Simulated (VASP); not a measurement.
Input of a VASP 6.6.1 run:

File INCAR:

```
ALGO = Normal
EDIFF = 1E-7
ENCUT = 520
GGA = PS
ISIF = 2
ISMEAR = 0
LASPH = T
LCHARG = F
LREAL = F
LWAVE = F
NBANDS = 11
NELM = 100
PREC = Accurate
SIGMA = 0.05
```

Contents of KPOINTS:

```
k-points
0
Gamma
  12 12 12
```

The input POSCAR:

```
SiC
1.0
    0.0000000000      2.0915547076      2.0915547076
    2.0915547076      0.0000000000      2.0915547076
    2.1780056355      2.1780056355     -0.0864509279
Si C
1 1
Direct
    0.0000000000      0.0000000000      0.0000000000
    0.7500000000      0.7500000000      0.7500000000
```

Potentials or basis: VASP PAW PBE potentials, release 64 (Si, C).

Run with:

```bash
$ cat potpaw_PBE.64/Si/POTCAR potpaw_PBE.64/C/POTCAR > POTCAR
$ mpirun -np 1 vasp_std > vasp.out
```

(1) Predict the band gap on the k mesh.

(2) Predict the pressure.

(3) Predict the largest force.

Results:

(1) 0.97 eV, indirect (least direct gap 4.11 eV).

(2) 17.1 GPa.

(3) 0.658 eV/Å.

Caveat: the PAW data sets were made with another functional, which shifts forces and pressure a little.
